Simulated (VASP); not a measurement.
Set up this calculation in VASP 6.6.1, as the native input.

| Item | Value |
| --- | --- |
| Task | single point |
| Functional | PBE |
| Potentials or basis | VASP PAW PBE potentials, release 64 (Os, I) |
| Cutoff | 520 eV |
| k mesh | 6 × 6 × 6 |
| Occupations | gaussian, width 0.05 eV |
| Spin | collinear spin |
| Starting moments | [1.95, 0.13, 0.13, 0.13] μB |
| Hubbard terms | Os d U = 2.0 eV |
| Dipole correction | no |
| Further INCAR settings | ALGO = Normal; EDIFF = 1e-07; NBANDS = 26 |

The structure of OsI3 lies in POSCAR:

```
OsI3
1.0
    5.5451239636      0.0000000000      0.0000000000
    0.0000000000      5.5451239636      0.0000000000
    0.0000000000      0.0000000000      5.5451239636
Os I
1 3
Direct
    0.0000000000      0.0000000000      0.0000000000
    0.5000000000      0.0000000000      0.0000000000
    0.0000000000      0.0000000000      0.5000000000
    0.0000000000      0.5000000000      0.0000000000
```

The input as run:

INCAR

```
PREC = Accurate ; ENCUT = 520
EDIFF = 1E-7 ; ISMEAR = 0
SIGMA = 0.05 ; LREAL = False
LASPH = True ; NELM = 150
ALGO = Normal ; ISIF = 2
LWAVE = False ; LCHARG = True
ISPIN = 2 ; MAGMOM = 1.95 0.13 0.13 0.13
LORBIT = 11 ; LMAXMIX = 4
LDAU = True ; LDAUTYPE = 2
LDAUL = 2 -1 ; LDAUU = 2 0
LDAUJ = 0 0 ; LDAUPRINT = 1
GGA = PE ; LELF = True
LVHAR = True ; NBANDS = 26
```

KPOINTS

```
regular mesh
0
Gamma
  6 6 6
```

Potentials or basis: VASP PAW PBE potentials, release 64 (Os, I).

Run with:

```bash
$ cat potpaw_PBE.64/Os/POTCAR potpaw_PBE.64/I/POTCAR > POTCAR
$ mpirun -np 1 vasp_std > vasp.out
```

Results of the run:

- Pressure: 0.6 GPa
- Net moment: 3.09 μB per cell
- Site moments: Os +2.56; I +0.13 μB
- Valence electrons inside the program's atomic spheres: Os 6.90; I 4.28

Wall time 84 s on 1 thread of Intel(R) Xeon(R) 6975P-C (Granite Rapids), on a shared host, peak memory 0.38 GiB.
